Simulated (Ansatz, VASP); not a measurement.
Mo in VASP and in Ansatz

File INCAR:

```
SYSTEM = Mo
ALGO = Fast
EDIFF = 1E-7
ENCUT = 520
GGA = PE
ISIF = 2
ISMEAR = 0
LASPH = .True.
LCHARG = .False.
LREAL = .False.
LWAVE = .False.
NBANDS = 13
NELM = 60
PREC = Accurate
SIGMA = 0.15
```

The input KPOINTS:

```
k-points
0
Gamma
  21 21 18
  0 0 0
```

Contents of POSCAR:

```
Mo
1.0
    2.9406736770      0.0000000000      0.0000000000
   -1.4703368385      2.1913448841      0.0000000000
    0.0000000000      0.0000000000      2.5551807000
Mo
1
Direct
    0.0000000000      0.0000000000      0.5000000000
```

Input for Ansatz:

```yaml
crystal:
  lattice:
    - [2.940673677, 0.0, 0.0]
    - [-1.4703368385, 2.1913448841, 0.0]
    - [0.0, 0.0, 2.5551807]
  atoms:
    - { symbol: Mo, position: [0.0, 0.0, 0.5] }
basis:
  ecutwfc: 420
kpoints:
  mp_grid: { grid: [21, 21, 18] }
hamiltonian:
  xc: pbe
scf:
  occupations: { method: gaussian, width: 0.15 }
output:
  forces: true
  stress: true
  eigenvalues: true
```

Change from the starting cell: strain +0.0750 x Voigt [1, -1, 0, 0, 0, 0], atoms carried along.

Alike in both runs: task single point; functional PBE; k mesh 21 × 21 × 18; occupations gaussian, width 0.15 eV; no spin polarisation.

|  | VASP | Ansatz |
| --- | --- | --- |
| version | VASP 6.6.1 | Ansatz 0.2.0 |
| potentials or method | VASP PAW PBE potentials, release 64 (Mo_sv), cutoff 520 eV | scalar-relativistic, plane waves, PAW |
| valence electrons in the cell | 14 | 14 |

Ansatz gave:

| Quantity | Value |
| --- | --- |
| gap on the k mesh at the Fermi level (eV) | none |
| pressure (GPa) | 6.2 |
| traceless stress, the component that is largest in VASP (GPa) | -5.24 |

What did VASP give for the same quantities?

gap on the k mesh at the Fermi level (eV): none; pressure (GPa): 6.7; traceless stress, the component that is largest in VASP (GPa): -5.16.

A gap of «none» marks a metal or a gap that the smearing closes.
